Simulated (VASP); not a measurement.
# CdSe (Fm-3m) in VASP: a series of runs

Runs on CdSe. Level: r2SCAN. Tasks: single point.

All numbers are computed with VASP 6.6.1; they aren't measurements. Logs are shortened: lines on timing, memory, paths and dates and some standing lists are left out, and cuts for length are marked.

**1. The cell of the first run**

The structure is cubic, space group Fm-3m (No. 225). The conventional cell has a = 5.508 Å, b = 5.508 Å, c = 5.508 Å, α = 90.00°, β = 90.00°, γ = 90.00°. Cd (site symmetry m-3m) has 6 Se at 2.75 Å within 3.6 Å. Within 3.6 Å of Se (site symmetry m-3m) lie 6 Cd at 2.75 Å.

**2. Single point, r2SCAN**

POSCAR reads:

```
CdSe
1.0
    0.0000000000      2.7540678859      2.7540678859
    2.7540678859      0.0000000000      2.7540678859
    2.7540678859      2.7540678859      0.0000000000
Cd Se
1 1
Direct
    0.0000000000      0.0000000000      0.0000000000
    0.5000000000      0.5000000000      0.5000000000
```

INCAR.step1 reads:

```
PREC = Accurate
ENCUT = 550
ISMEAR = 0
SIGMA = 0.01
LREAL = F
LASPH = T
NELM = 120
NBANDS = 16
GGA = PE
ALGO = Normal
EDIFF = 1E-5
LWAVE = T
LCHARG = F
GGA_COMPAT = F
```

INCAR.step2 reads:

```
PREC = Accurate
ENCUT = 550
EDIFF = 1E-6
ISMEAR = 0
SIGMA = 0.01
LREAL = F
LASPH = T
NELM = 120
ALGO = Normal
ISIF = 2
LWAVE = F
LCHARG = T
METAGGA = R2SCAN
LMIXTAU = T
LELF = T
LVHAR = T
NBANDS = 16
ISTART = 1
GGA_COMPAT = F
```

KPOINTS reads:

```
Automatic mesh
0
Gamma
  5 5 5
```

Potentials or basis: VASP PAW PBE potentials, release 64 (Cd, Se).

Command:

```bash
> cat potpaw_PBE.64/Cd/POTCAR potpaw_PBE.64/Se/POTCAR > POTCAR
> cp INCAR.step1 INCAR
> mpirun -np 1 vasp_std > vasp.out
> cp INCAR.step2 INCAR
> mpirun -np 1 vasp_std > vasp.out
```

OUTCAR:

```text
PREC = Accurate
   ENCUT = 550
   EDIFF = 1E-6
   ISMEAR = 0
   LREAL = F
   LASPH = T
   NELM = 120
   ISIF = 2
   METAGGA = R2SCAN
   ISTART = 1

 ion  position               nearest neighbor table
   1  0.000  0.000  0.000-   2 2.75   2 2.75   2 2.75   2 2.75   2 2.75   2 2.75
   2  0.500  0.500  0.500-   1 2.75   1 2.75   1 2.75   1 2.75   1 2.75   1 2.75

  LATTYP: Found a face centered cubic cell.
 ALAT       =     5.5081357718

  Lattice vectors:

 A1 = (   0.0000000000,   2.7540678859,   2.7540678859)
 A2 = (   2.7540678859,   0.0000000000,   2.7540678859)
 A3 = (   2.7540678859,   2.7540678859,   0.0000000000)

Analysis of symmetry for initial positions (statically):
=====================================================================
 Subroutine PRICEL returns:
 Original cell was already a primitive cell.

 Routine SETGRP: Setting up the symmetry group for a
 face centered cubic supercell.

 Subroutine GETGRP returns: Found 48 space group operations
 (whereof 48 operations were pure point group operations)
 out of a pool of 48 trial point group operations.

The static configuration has the point symmetry O_h .

Analysis of symmetry for dynamics (positions and initial velocities):
=====================================================================
 Subroutine PRICEL returns:
 Original cell was already a primitive cell.

 Routine SETGRP: Setting up the symmetry group for a
 face centered cubic supercell.

 Subroutine GETGRP returns: Found 48 space group operations
 (whereof 48 operations were pure point group operations)
 out of a pool of 48 trial point group operations.

The dynamic configuration has the point symmetry O_h .

 Subroutine INISYM returns: Found 48 space group operations
 (whereof 48 operations are pure point group operations),
 and found     1 'primitive' translations

----------------------------------------------------------------------------------------

                                     Primitive cell

  volume of cell :      41.7786

  direct lattice vectors                    reciprocal lattice vectors
     0.000000000  2.754067886  2.754067886    -0.181549628  0.181549628  0.181549628
     2.754067886  0.000000000  2.754067886     0.181549628 -0.181549628  0.181549628
     2.754067886  2.754067886  0.000000000     0.181549628  0.181549628 -0.181549628

  length of vectors
     3.894840156  3.894840156  3.894840156     0.314453180  0.314453180  0.314453180

  position of ions in fractional coordinates (direct lattice)
     0.000000000  0.000000000  0.000000000
     0.500000000  0.500000000  0.500000000

  ion indices of the primitive-cell ions
   primitive index   ion index
                 1           1
                 2           2

----------------------------------------------------------------------------------------

 KPOINTS: Automatic mesh

Automatic generation of k-mesh.
 Grid dimensions read from file:
 generate k-points for:    5    5    5

 Generating k-lattice:

  Cartesian coordinates                     Fractional coordinates (reciprocal lattice)
    -0.036309926  0.036309926  0.036309926     0.200000000  0.000000000  0.000000000
     0.036309926 -0.036309926  0.036309926     0.000000000  0.200000000  0.000000000
     0.036309926  0.036309926 -0.036309926     0.000000000  0.000000000  0.200000000

  Length of vectors
     0.062890636  0.062890636  0.062890636

  Shift w.r.t. Gamma in fractional coordinates (k-lattice)
     0.000000000  0.000000000  0.000000000

 Subroutine IBZKPT returns following result:
 ===========================================

 Found     10 irreducible k-points:

 Following reciprocal coordinates:
            Coordinates               Weight
  0.000000  0.000000  0.000000      1.000000
  0.200000  0.000000  0.000000      8.000000
  0.400000  0.000000  0.000000      8.000000
  0.200000  0.200000  0.000000      6.000000
  0.400000  0.200000  0.000000     24.000000
 -0.400000  0.200000  0.000000     24.000000
 -0.200000  0.200000  0.000000     12.000000
  0.400000  0.400000  0.000000      6.000000
 -0.400000  0.400000  0.000000     12.000000
 -0.400000  0.400000  0.200000     24.000000
   k-points           NKPTS =     10   k-points in BZ     NKDIM =     10   number of bands    NBANDS=     16
   number of dos      NEDOS =    301   number of ions     NIONS =      2
   total plane-waves  NPLWV =  27000
   dimension x,y,z NGX =    30 NGY =   30 NGZ =   30
   dimension x,y,z NGXF=    60 NGYF=   60 NGZF=   60
   ions per type =               1   1
   NGX,Y,Z   is equivalent  to a cutoff of  12.81, 12.81, 12.81 a.u.
   NGXF,Y,Z  is equivalent  to a cutoff of  25.61, 25.61, 25.61 a.u.
 SYSTEM =  unknown system
   PREC   = accura    normal or accurate (medium, high low for compatibility)
   ISTART =      1    job   : 0-new  1-cont  2-samecut
   ICHARG =      0    charge: 1-file 2-atom 10-const
   ISPIN  =      1    spin polarized calculation?
   LNONCOLLINEAR =      F non collinear calculations
   LSORBIT =      F    spin-orbit coupling
   LASPH  =      T    aspherical Exc in radial PAW
   ENCUT  =  550.0 eV  40.42 Ry    6.36 a.u.   7.45  7.45  7.45*2*pi/ulx,y,z
   NELM   =    120;   NELMIN=  2; NELMDL=  0     # of ELM steps
   EDIFF  = 0.1E-05   stopping-criterion for ELM
   LREAL  =      F    real-space projection
   EDIFFG = 0.1E-04   stopping-criterion for IOM
   NSW    =      0    number of steps for IOM
   IBRION =     -1    ionic relax: 0-MD 1-quasi-New 2-CG
   NFREE  =      0    steps in history (QN), initial steepest desc. (CG)
   ISIF   =      2    stress and relaxation
   ISYM   =      2    0-nonsym 1-usesym 2-fastsym
   POTIM  = 0.5000    time-step for ionic-motion
   TEBEG  =    0.0;   TEEND  =   0.0 temperature during run
   PSTRESS=    0.0 pullay stress
   NELECT =      18.0000    total number of electrons
   NUPDOWN=      -1.0000    fix difference up-down
   EMIN   =  10.00;   EMAX   =-10.00  energy-range for DOS
   EFERMI =   0.00;   METHOD = LEGACY
   ISMEAR =     0;   SIGMA  =   0.01  broadening in eV -4-tet -1-fermi 0-gaus
   EFERMI_NEDOS =   21; number of points for ismear=-14 and -15
   IALGO  =     38    algorithm
   IMIX   =      4    mixing-type and parameters
     AMIX     =   0.40;   BMIX     =  1.00
     AMIX_MAG =   1.60;   BMIX_MAG =  1.00
  volume/ion in A,a.u.               =      20.89       140.97
  Fermi-wavevector in a.u.,A,eV,Ry     =   1.236463  2.336576 20.801132  1.528840
  Thomas-Fermi vector in A             =   2.371070
   LORBIT       =      0    0 simple, 1 ext, 2 COOP (PROOUT), +10 PAW based schemes
   METAGGA = R2SCAN    functional components
   LHFCALC =     F    Hartree Fock is set to
   AEXX    =    0.0000 exact exchange contribution
   IVDW    =     0    specifies the selected vdW correction
   LEPSILON=     F    determine dielectric tensor
   LRPA    =     F    only Hartree local field effects (RPA)
 non-spin polarized calculation
 Gauss-broadening in eV      SIGMA  =   0.01
  energy-cutoff  :      550.00
  volume of cell :       41.78
 maximum number of plane-waves:      1243
 NGX is ok and might be reduce to    30
   NGX = 15   NGY = 15   NGZ = 15

 number of electron      18.0000006 magnetization

 Free energy of the ion-electron system (eV)
  ---------------------------------------------------
  ext. energy  EPLUGINS =         0.00000000
  ---------------------------------------------------
  free energy    TOTEN  =       -35.55832723 eV

  energy without entropy =      -35.55832723  energy(sigma->0) =      -35.55832723

 E-fermi :   3.2862     XC(G=0): -11.1676

 val. band max:        3.2325996229   @ k =  -0.2000   0.2000   0.0000
 cond. band min:       3.7127237989   @ k =   0.4000   0.4000   0.0000
 fundamental gap:      0.4801241760
 Fermi energy:         3.2862120406

 k-point     1 :       0.0000    0.0000    0.0000
  band No.  band energies     occupation
      1     -10.9460      2.00000
      2      -5.2668      2.00000
      3      -5.2668      2.00000
      4      -5.2454      2.00000
      5      -5.2454      2.00000
      6      -5.2454      2.00000
      7       2.3923      2.00000
      8       2.3923      2.00000
      9       2.3923      2.00000
     10       4.5172      0.00000
     11      12.4766      0.00000
     12      12.4766      0.00000
     13      12.4766      0.00000
     14      14.0079      0.00000
     15      14.5099      0.00000
     16      14.5099      0.00000

 k-point     2 :       0.2000    0.0000    0.0000
  band No.  band energies     occupation
      1     -10.5851      2.00000
      2      -5.3878      2.00000
      3      -5.3878      2.00000
      4      -5.2907      2.00000
      5      -5.1810      2.00000
      6      -5.1810      2.00000
      7      -0.0000      2.00000
      8       2.6430      2.00000
      9       2.6430      2.00000
     10       6.6295      0.00000
     11      10.5765      0.00000
     12      11.2733      0.00000
     13      11.2733      0.00000
     14      13.7716      0.00000
     15      13.8467      0.00000
     16      13.8467      0.00000

 k-point     3 :       0.4000    0.0000    0.0000
  band No.  band energies     occupation
      1      -9.8456      2.00000
      2      -5.5763      2.00000
      3      -5.5763      2.00000
      4      -5.4658      2.00000
      5      -5.0702      2.00000
      6      -5.0702      2.00000
      7      -2.1068      2.00000
      8       3.1083      2.00000
      9       3.1083      2.00000
     10       6.8627      0.00000
     11       9.2783      0.00000
     12       9.2783      0.00000
     13      10.7236      0.00000
     14      14.8819      0.00000
     15      16.1908      0.00000
     16      16.1908      0.00000

 k-point     4 :       0.2000    0.2000    0.0000
  band No.  band energies     occupation
      1     -10.5102      2.00000
      2      -5.4581      2.00000
      3      -5.2976      2.00000
      4      -5.2301      2.00000
      5      -5.1777      2.00000
      6      -5.1777      2.00000
      7       0.5915      2.00000
      8       1.8031      2.00000
      9       1.8031      2.00000
     10       7.0636      0.00000
     11       9.7991      0.00000
     12      10.3656      0.00000
     13      12.5482      0.00000
     14      12.5482      0.00000
     15      16.6139      0.00000
     16      17.1073      0.00000

 k-point     5 :       0.4000    0.2000    0.0000
  band No.  band energies     occupation
      1     -10.0017      2.00000
      2      -5.4077      2.00000
      3      -5.3674      2.00000
      4      -5.3416      2.00000
      5      -5.0762      2.00000
      6      -5.0531      2.00000
      7      -1.2873      2.00000
      8       1.7301      2.00000
      9       1.7780      2.00000
     10       6.2883      0.00000
     11       9.4427      0.00000
     12      11.0662      0.00000
     13      11.6975      0.00000
     14      14.0952      0.00000
     15      17.3305      0.00000
     16      17.5208      0.00000

 k-point     6 :      -0.4000    0.2000    0.0000
  band No.  band energies     occupation
      1      -9.7256      2.00000
      2      -5.5325      2.00000
      3      -5.4429      2.00000
      4      -5.2991      2.00000
      5      -5.0531      2.00000
      6      -4.9696      2.00000
      7      -1.9931      2.00000
      8       0.9354      2.00000
      9       2.5843      2.00000
     10       6.8484      0.00000
     11       9.1725      0.00000
     12      10.2575      0.00000
     13      12.2155      0.00000
     14      15.4592      0.00000
     15      15.9216      0.00000
     16      17.0491      0.00000

 k-point     7 :      -0.2000    0.2000    0.0000
  band No.  band energies     occupation
      1     -10.1361      2.00000
      2      -5.5301      2.00000
      3      -5.4624      2.00000
      4      -5.2918      2.00000
      5      -5.1450      2.00000
      6      -5.0520      2.00000
      7      -0.8873      2.00000
      8       1.0562      2.00000
      9       3.2326      2.00000
     10       8.3206      0.00000
     11       8.8808      0.00000
     12       9.9608      0.00000
     13      10.5795      0.00000
     14      13.6081      0.00000
     15      16.4542      0.00000
     16      17.3352      0.00000

 k-point     8 :       0.4000    0.4000    0.0000
  band No.  band energies     occupation
      1      -9.9767      2.00000
      2      -5.3822      2.00000
      3      -5.1703      2.00000
      4      -5.0168      2.00000
      5      -5.0168      2.00000
      6      -4.7304      2.00000
      7      -1.1395      2.00000
      8       0.8155      2.00000
      9       0.8155      2.00000
     10       3.7127      0.00000
     11       9.0836      0.00000
     12      13.7987      0.00000
     13      14.6008      0.00000
     14      14.6008      0.00000
     15      18.2775      0.00000
     16      19.9074      0.00000

 k-point     9 :      -0.4000    0.4000    0.0000
  band No.  band energies     occupation
      1      -9.8237      2.00000
      2      -5.3663      2.00000
      3      -5.3020      2.00000
      4      -5.0823      2.00000
      5      -5.0030      2.00000
      6      -4.4268      2.00000
      7      -1.3325      2.00000
      8      -0.6130      2.00000
      9       1.2090      2.00000
     10       4.7286      0.00000
     11       9.7725      0.00000
     12      13.2650      0.00000
     13      13.4531      0.00000
     14      14.4245      0.00000
     15      17.2477      0.00000
     16      20.2024      0.00000

 k-point    10 :      -0.4000    0.4000    0.2000
  band No.  band energies     occupation
      1      -9.7889      2.00000
      2      -5.4360      2.00000
      3      -5.2999      2.00000
      4      -5.2266      2.00000
      5      -5.0153      2.00000
      6      -4.6916      2.00000
      7      -1.2698      2.00000
      8      -0.0649      2.00000
      9       0.9287      2.00000
     10       6.6309      0.00000
     11       9.7835      0.00000
     12      10.6241      0.00000
     13      12.7100      0.00000
     14      15.5623      0.00000
     15      16.7953      0.00000
     16      19.5545      0.00000

------------------------ aborting loop because EDIFF is reached ----------------------------------------

  FORCE on cell =-STRESS in cart. coord.  units (eV):
  Direction    XX          YY          ZZ          XY          YZ          ZX
  --------------------------------------------------------------------------------------
  -------------------------------------------------------------------------------------
  Total        2.3759580      2.3759580      2.3759580     -0.0000000      0.0000000     -0.0000000
  in kB       91.1161642     91.1161642     91.1161642     -0.0000000      0.0000000     -0.0000000
  external PRESSURE =      91.1161642 kB  Pullay stress =       0.0000000 kB

 VOLUME and BASIS-vectors are now :
 -----------------------------------------------------------------------------
  energy-cutoff  :      550.00
  volume of cell :       41.78
      direct lattice vectors                 reciprocal lattice vectors
     0.000000000  2.754067886  2.754067886    -0.181549628  0.181549628  0.181549628
     2.754067886  0.000000000  2.754067886     0.181549628 -0.181549628  0.181549628
     2.754067886  2.754067886  0.000000000     0.181549628  0.181549628 -0.181549628

 POSITION                                       TOTAL-FORCE (eV/Angst)
 -----------------------------------------------------------------------------------
      0.00000      0.00000      0.00000         0.000000      0.000000      0.000000
      2.75407      2.75407      2.75407         0.000000      0.000000      0.000000
 -----------------------------------------------------------------------------------
    total drift:                               -0.000000      0.000000      0.000000

  FREE ENERGIE OF THE ION-ELECTRON SYSTEM (eV)
  ---------------------------------------------------
  free  energy   TOTEN  =       -35.5583272311 eV

  energy  without entropy=      -35.5583272311  energy(sigma->0) =      -35.55832723
```

It took 22 s on 1 thread of Intel Xeon 6975P-C (Granite Rapids), shared host; peak memory 0.17 GiB.

Results:

- Free energy: -35.5583 eV
- Pressure: 9.1 GPa
- Band gap on the k mesh: 0.48 eV, indirect (least direct gap 2.12 eV)

Caveat: the PAW data sets were made with another functional, which shifts forces and pressure a little.

[end of part 1 of 2]
